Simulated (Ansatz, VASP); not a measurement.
# One calculation of Zr, two programs

File INCAR:

```
  PREC = Accurate
  ENCUT = 520
  EDIFF = 1E-6
  ISMEAR = -1
  SIGMA = 0.1
  LREAL = F
  LASPH = T
  NELM = 60
  ALGO = Normal
  ISIF = 2
  LWAVE = F
  LCHARG = T
  GGA = PE
  LELF = T
  LVHAR = T
  NBANDS = 19
```

The input KPOINTS:

```
regular mesh
0
Gamma
  10 10 10
```

POSCAR

```
Zr
1.0
    0.0000000000      3.1018199467      3.1018199467
    3.1018199467      0.0000000000      3.1018199467
    3.1018199467      3.1018199467      0.0000000000
Zr
2
Direct
    0.1250000000      0.1250000000      0.1250000000
    0.8750000000      0.8750000000      0.8750000000
```

Input for Ansatz:

```yaml
crystal:
  lattice:
    - [0.0, 3.1018199467, 3.1018199467]
    - [3.1018199467, 0.0, 3.1018199467]
    - [3.1018199467, 3.1018199467, 0.0]
  atoms:
    - { symbol: Zr, position: [0.125, 0.125, 0.125] }
    - { symbol: Zr, position: [0.875, 0.875, 0.875] }
hamiltonian:
  xc: pbe
  pseudopotentials:
    kind: paw
    azcp:
      Zr: "pseudopotentials/Zr.paw.azcp"
basis:
  ecutwfc: 420
  fft_grid_basis: typed
kpoints:
  mp_grid: { grid: [10, 10, 10], shift: [0, 0, 0] }
magnetization:
  spin_polarized: false
scf:
  occupations: { method: fermi_dirac, width: 0.1 }
  lower_state_search: "off"
output:
  stress: true
```

Alike in both runs: task single point; functional PBE; k mesh 10 × 10 × 10; occupations fermi-dirac, width 0.1 eV; no spin polarisation.

|  | VASP | Ansatz |
| --- | --- | --- |
| version | VASP 6.6.1 | Ansatz 0.2.0 |
| potentials or method | VASP PAW PBE potentials, release 64 (Zr_sv), cutoff 520 eV | plane waves (420 eV) with PAW, scalar-relativistic |
| valence electrons in the cell | 24 | 24 |

|  | VASP | Ansatz | Ansatz less VASP |
| --- | --- | --- | --- |
| pressure (GPa) | 1.6 | 1.5 | -0.11 |

The functional is the same, so the differences come from potentials, cutoffs and numerics.
